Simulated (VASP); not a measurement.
Input of a VASP 6.6.1 run:

INCAR

```
ALGO = Fast ; EDIFF = 1E-6
ENCUT = 520 ; GGA = PE
ISIF = 2 ; ISMEAR = 0
LASPH = T ; LCHARG = F
LREAL = F ; LWAVE = F
NBANDS = 32 ; NELM = 100
PREC = Accurate ; SIGMA = 0.1
```

KPOINTS

```
k-points
0
Gamma
  6 6 4
```

The input POSCAR:

```
W2I3
1.0
    4.8737967472      0.0000000000      0.0000000000
   -2.4368983736      4.2208317960      0.0000000000
    0.0000000000      0.0000000000      7.5828360560
W I
2 3
Direct
    0.3333333333      0.6666666667      0.2450000000
    0.6666666667      0.3333333333      0.7550000000
    0.0000000000      0.0000000000      0.0000000000
    0.3333333333      0.6666666667      0.6450000000
    0.6666666667      0.3333333333      0.3550000000
```

Potentials or basis: VASP PAW PBE potentials, release 64 (W_sv, I).

Command:

```console
$ cat potpaw_PBE.64/W_sv/POTCAR potpaw_PBE.64/I/POTCAR > POTCAR
$ mpirun -np 1 vasp_std > vasp.out
```

Question: What does it give for the largest force?

Answer: 0.675 eV/Å.

Question: What does it give for the band gap on the k mesh?

Answer: Zero (an odd number of electrons rules out a gap without spin polarisation).

Question: What does it give for the pressure?

Answer: -10.3 GPa.

Stress tensor (GPa, compression positive):
```
-11.11   0.00   0.00
  0.00 -11.11   0.00
  0.00   0.00  -8.78
```

Caveat: the cell stands under tension; spin-orbit coupling is left out, which moves the levels of the heavy elements; an odd number of electrons without spin polarisation forces a metal; a magnetic or distorted state may lie lower.
